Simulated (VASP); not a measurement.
A run of VASP 6.6.1 is set up as follows.

Contents of INCAR:

```
PREC     = Accurate       # precision mode
ENCUT    = 520            # plane-wave cutoff, eV
EDIFF    = 1E-6           # SCF threshold, eV
ISMEAR   = 0              # smearing method
SIGMA    = 0.1            # smearing width, eV
LREAL    = False          # projectors in reciprocal space
LASPH    = True           # aspherical terms in the spheres
NELM     = 80             # most SCF steps
ALGO     = Normal         # electronic algorithm
ISIF     = 2              # what is computed and relaxed
LWAVE    = False          # write WAVECAR
LCHARG   = False          # write CHGCAR
GGA      = PS             # functional
NBANDS   = 18             # bands
```

KPOINTS

```
Automatic mesh
0
Gamma
  8 8 8
```

File POSCAR:

```
BiS
1.0
    0.0000000000      2.9286530302      2.9286530302
    2.9286530302      0.0000000000      2.9286530302
    2.9286530302      2.9286530302      0.0000000000
Bi S
1 1
Direct
    0.5000000000      0.5000000000      0.5000000000
    0.0000000000      0.0000000000      0.0000000000
```

Potentials or basis: VASP PAW PBE potentials, release 64 (Bi_d, S).

Launch:

```bash
$ cat potpaw_PBE.64/Bi_d/POTCAR potpaw_PBE.64/S/POTCAR > POTCAR
$ mpirun -np 1 vasp_std > vasp.out
```

(1) What does it give for the pressure?

Answers

(1) 0.1 GPa.

Caveat: the PAW data sets were made with another functional, which shifts forces and pressure a little.
